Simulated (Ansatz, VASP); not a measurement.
**One calculation of B, two programs**

```xyz
1
Lattice="-1.1727 1.1727 1.1727 1.1727 -1.1727 1.1727 1.1727 1.1727 -1.1727" Properties=species:S:1:pos:R:3 pbc="T T T"
B     0.0000    0.0000    0.0000
```

Alike in both runs: task single point; functional BLYP; k mesh 21 × 21 × 21; occupations fermi-dirac, width 0.1 eV; no spin polarisation.

```csv
,VASP,Ansatz
version,VASP 6.6.1,Ansatz 0.2.0
potentials or method,"VASP PAW PBE potentials, release 64 (B), cutoff 520 eV","plane waves (420 eV) with PAW, scalar-relativistic"
valence electrons in the cell,3,3
```

```tsv
	VASP	Ansatz	Ansatz less VASP
pressure (GPa)	-0.1	-0.1	-0.01
```

VASP's potentials were made for PBE, not for BLYP.
